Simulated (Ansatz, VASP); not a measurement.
# Two plane-wave programs on KTaO3

```xyz
5
Lattice="3.9883 0.0000 0.0000 0.0000 3.9883 0.0000 0.0000 0.0000 3.9883" Properties=species:S:1:pos:R:3 pbc="T T T"
K     1.9942    1.9942    1.9942
Ta    0.0000    0.0000    0.0000
O     1.9942    0.0000    0.0000
O     0.0000    1.9942    0.0000
O     0.0000    0.0000    1.9942
```

Alike in both runs: functional PBE; k mesh 5 × 5 × 5; occupations fermi-dirac, width 0.02 eV; no spin polarisation.

Ansatz relaxed the structure, and its values are those at the end. VASP's run is a single point on that final structure, the one shown.

|  | VASP | Ansatz |
| --- | --- | --- |
| version | VASP 6.6.1 | Ansatz 0.2.0 |
| potentials or method | VASP PAW PBE potentials, release 64 (K_sv, Ta_pv, O) | plane-wave PAW, scalar-relativistic |
| plane-wave cutoff (eV) | 520 | 420 |
| valence electrons in the cell | 38 | 40 |

|  | VASP | Ansatz | Ansatz less VASP |
| --- | --- | --- | --- |
| gap on the k mesh at the Fermi level (eV) | 2.28 | 2.33 | +0.047 |
| pressure (GPa) | 6.1 | 5.4 | -0.67 |

With one functional, cell and mesh, what is left measures potentials, basis and numerics. VASP's potentials hold 38 valence electrons a cell and Ansatz's 40, so a difference there can come from the potentials and not from the codes. Ansatz's warnings: stress scf threshold loose.

Neither program's run includes spin-orbit coupling.
